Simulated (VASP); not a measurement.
A run of VASP 6.6.1 is set up as follows.

The input INCAR:

```
SYSTEM = SrAl5
  ALGO = Normal
  EDIFF = 1E-6
  EDIFFG = -0.04
  ENCUT = 600
  GGA = PE
  IBRION = 2
  ISIF = 3
  ISMEAR = 0
  LASPH = .TRUE.
  LCHARG = .FALSE.
  LREAL = .FALSE.
  LWAVE = .FALSE.
  NELM = 100
  NSW = 90
  PREC = Accurate
  SIGMA = 0.1
```

KPOINTS

```
k-points
0
G
  4 4 4
  0 0 0
```

POSCAR

```
SrAl5
1.0
    0.0000000000      3.9167385900      3.9167385900
    3.9167385900      0.0000000000      3.9167385900
    3.9167385900      3.9167385900      0.0000000000
Sr Al
1 5
Direct
    0.5000000000      0.5000000000      0.5000000000
    0.1544964500      0.1544964500      0.1544964500
    0.1544964500      0.1544964500      0.5365106400
    0.1544964500      0.5365106400      0.1544964500
    0.5365106400      0.1544964500      0.1544964500
    0.7500000000      0.7500000000      0.7500000000
```

Potentials or basis: VASP PAW PBE potentials, release 64 (Sr_sv, Al).

Launch:

```bash
$ cat potpaw_PBE.64/Sr_sv/POTCAR potpaw_PBE.64/Al/POTCAR > POTCAR
$ mpirun -np 1 vasp_std > vasp.out
```

Problem. What does it give for the space group after relaxing (to 0.05 Å)?

Solution. F-43m (No. 216).

Problem. Predict the relaxed volume.

Solution. 21.16 Å³/atom.

Final structure:
```
Sr Al
1.0
     0.00000    3.98909    3.98909
     3.98909    0.00000    3.98909
     3.98909    3.98909    0.00000
Sr Al
1 5
Direct
  0.50000 0.50000 0.50000
  0.12369 0.12369 0.12369
  0.12369 0.12369 0.62892
  0.12369 0.62892 0.12369
  0.62892 0.12369 0.12369
  0.75000 0.75000 0.75000
```
